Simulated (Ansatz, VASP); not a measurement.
**One calculation of Al3SiPd2, two programs**

```
CELL_PARAMETERS angstrom
4.87197 0.00000 0.00000
0.00000 4.87197 0.00000
0.00000 0.00000 5.23073
ATOMIC_POSITIONS crystal
Al 0.00000 0.50000 0.50000
Al 0.50000 0.00000 0.50000
Al 0.00000 0.00000 0.00000
Si 0.00000 0.00000 0.50000
Pd 0.50000 0.50000 0.50000
Pd 0.50000 0.50000 0.00000
```

Alike in both runs: task relaxation of cell and atoms; functional PBE; k mesh 8 × 8 × 8; occupations gaussian, width 0.1 eV; no spin polarisation.

|  | VASP | Ansatz |
| --- | --- | --- |
| version | VASP 6.6.1 | Ansatz 0.2.0 |
| potentials or method | VASP PAW PBE potentials, release 64 (Al, Si, Pd), cutoff 600 eV | scalar-relativistic, plane waves, PAW |
| valence electrons in the cell | 33 | 49 |

```csv
,VASP,Ansatz,Ansatz less VASP
"gap on the k mesh at the Fermi level, each at its own relaxed structure (eV)",none,none,-
relaxed volume (Å³/atom),20.87,20.89,+0.019
relaxed cell length with the largest relative difference (Å),5.165,5.171,+0.0062
```

A gap of «none» marks a metal or a gap that the smearing closes. VASP's potentials hold 33 valence electrons a cell and Ansatz's 49, so a difference there can come from the potentials and not from the codes.
